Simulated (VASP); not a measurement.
Runs of VASP 6.6.1 on TaGa2. The structure is that of space group Fm-3m (No. 225), or close to it. The cells are those of the table. 

```csv
task,cell,k mesh,cutoff (eV),gap on the mesh (eV),pressure (GPa)
relaxation of cell and atoms,"relaxed from a = 4.135 Å, angles 60.0°, 3 atoms",6 × 6 × 6,600,none,0.0
single point,"a = 4.409 Å, angles 60.0°, 3 atoms",14 × 14 × 14,520,none,0.1
single point,"a = 4.405 Å, angles 60.0°, 3 atoms",6 × 6 × 6,520,none,(a)
single point,"a = 4.135 Å, angles 60.0°, 3 atoms",6 × 6 × 6,520,none,27.2
```

Alike in all rows: level PBE; potentials or basis VASP PAW PBE potentials, release 64 (Ta_pv, Ga_d); no spin polarisation; smearing gaussian 0.1 eV.

Task: Estimate the missing entries.

Result: (a) 0.2.

Caveats: spin-orbit coupling is left out, which moves the levels of the heavy elements.

A k mesh can miss the band edges, and the runs leave out spin-orbit coupling on Ga, Ta.

A gap of «none» marks levels without a gap at the run's occupations.
